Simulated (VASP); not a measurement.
Wanted: the native input for a VASP 6.6.1 run.

| Property | Result |
| --- | --- |
| Task | single point |
| Functional | PBE |
| Potentials or basis | VASP PAW PBE potentials, release 64 (Mg_sv, Cd_sv_GW, O) |
| Cutoff | 750 eV |
| k mesh | 6 × 6 × 4 |
| Occupations | gaussian, width 0.1 eV |
| Spin | no spin polarisation |
| Dipole correction | no |
| Mended | yes |
| Further INCAR settings | ALGO = Normal; EDIFF = 1e-06; NBANDS = 25 |

The structure of MgCdO lies in POSCAR:

```
MgCdO
1.0
    3.2266540900      0.0000000000      0.0000000000
    0.0000000000      3.2266540900      0.0000000000
    0.0000000000      0.0000000000      5.2335413700
Mg Cd O
1 1 1
Direct
    0.0000000000      0.0000000000      0.1373461400
    0.5000000000      0.5000000000      0.7455848900
    0.5000000000      0.5000000000      0.3305869900
```

The cell was built from a structure type or drawn by symmetry, and may not be a known phase.

One way to write it, as run:

INCAR

```
ALGO = Normal
EDIFF = 1E-6
ENCUT = 750
GGA = PE
GGA_COMPAT = F
ISIF = 2
ISMEAR = 0
LASPH = T
LCHARG = F
LREAL = F
LWAVE = F
NBANDS = 25
NELM = 120
PREC = Accurate
SIGMA = 0.1
```

KPOINTS

```
k-points
0
Gamma
  6 6 4
```

Potentials or basis: VASP PAW PBE potentials, release 64 (Mg_sv, Cd_sv_GW, O).

Launch:

```bash
$ cat potpaw_PBE.64/Mg_sv/POTCAR potpaw_PBE.64/Cd_sv_GW/POTCAR potpaw_PBE.64/O/POTCAR > POTCAR
$ mpirun -np 1 vasp_std > vasp.out
```

It gave:

- Pressure: -9.3 GPa
- Largest force: 2.317 eV/Å
- Band gap on the k mesh: zero (bands 18 and 19 overlap by 2.68 eV)

Caveat: the cell stands under tension; forces of over 1 eV/Å act on the atoms, so gaps and moduli don't describe the material at rest.

Run time: 60 s on 1 thread of Intel(R) Xeon(R) Platinum 8259CL CPU @ 2.50GHz (Skylake/Cascade Lake), on a shared host, peak memory 0.25 GiB.
